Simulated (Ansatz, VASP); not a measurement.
**One calculation of WC, two programs**

```
CELL_PARAMETERS angstrom
2.90050 0.00000 0.00000
-1.45025 2.51191 0.00000
0.00000 0.00000 2.82900
ATOMIC_POSITIONS crystal
W 0.00000 0.00000 0.00000
C 0.68589 0.34741 0.50000
```

Alike in both runs: task electric field gradients; functional PBE; dispersion D4; k mesh 13 × 13 × 12; occupations fermi-dirac, width 0.05 eV; no spin polarisation.

```csv
,VASP,Ansatz
version,VASP 6.6.1,Ansatz 0.2.0
potentials or method,"VASP PAW PBE potentials, release 64 (W_sv, C)","PAW with Ansatz's default frozen-core files, scalar-relativistic"
plane-wave cutoff (eV),520,420
valence electrons in the cell,18,18
```

```tsv
	VASP	Ansatz	Ansatz less VASP
gap on the k mesh at the Fermi level (eV)	none	none	-
pressure (GPa)	2.9	1.7	-1.17
traceless stress, the component that is largest in VASP (GPa)	-1.95	-1.80	+0.148
rms of the force components (eV/Å)	0.453	0.452	-0.0011
```

Atom by atom the forces differ by 0.001 eV/Å (rms over components). A gap of «none» marks a metal or a gap that the smearing closes.

Spin-orbit coupling is off throughout.
